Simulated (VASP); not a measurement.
Here is a VASP 6.6.1 calculation.

File INCAR:

```
SYSTEM = WC
  ALGO = Normal
  EDIFF = 1E-7
  ENCUT = 520
  GGA = PE
  ISIF = 2
  ISMEAR = -1
  LASPH = .True.
  LCHARG = .True.
  LELF = .True.
  LREAL = Auto
  LVHAR = .True.
  LWAVE = .False.
  NBANDS = 86
  NELM = 100
  PREC = Accurate
  SIGMA = 0.3
```

The input KPOINTS:

```
k-points
0
Gamma
  2 2 2
  0 0 0
```

The input POSCAR:

```
WC
1.0
   -3.0423700000     -5.2695400000      0.0000000000
    4.5495570000     -2.6266880000      0.0000000000
    0.0000000000      0.0000000000      5.7886550000
W C
8 8
Direct
    0.7117064796      0.4763924141     -0.0049234235
    0.7163094734      0.4525008594      0.4828928309
    0.4692516050     -0.0415123922      0.0082920817
    0.4927439536     -0.0460024081      0.4617825730
    0.2191285062      0.5062624764     -0.0257227283
    0.2021764225      0.4288759285      0.4952791279
   -0.0133952395     -0.0444336174      0.0130945790
   -0.0377254962     -0.0510544033      0.4706620104
    0.4550109192      0.6366579362      0.2765754739
    0.4465871325      0.5822508201      0.7246415618
    0.2418746009      0.1020037840      0.2471213088
    0.2036410303      0.0924378706      0.7007845519
   -0.0734462267      0.6447769318      0.2362206765
   -0.0659860927      0.5845065555      0.7301868914
    0.6908327398      0.1390836081      0.2205348220
    0.7252393262      0.1382434309      0.7437997255
```

Potentials or basis: VASP PAW PBE potentials, release 64 (W_sv, C).

Launch:

```bash
$ cat potpaw_PBE.64/W_sv/POTCAR potpaw_PBE.64/C/POTCAR > POTCAR
$ mpirun -np 1 vasp_std > vasp.out
```

(1) Predict the band gap on the k mesh.

(2) Estimate the largest force.

(3) Predict the pressure.

Results:

(1) zero (band 72 reaches 10.03 eV, above the bottom of band 73 at 9.81 eV).

(2) 6.832 eV/Å.

(3) -13.0 GPa.

Caveat: the k points lie up to 0.60 Å⁻¹ apart; spin-orbit coupling is left out, which moves the levels of the heavy elements; forces of over 1 eV/Å act on the atoms, so gaps and moduli don't describe the material at rest.
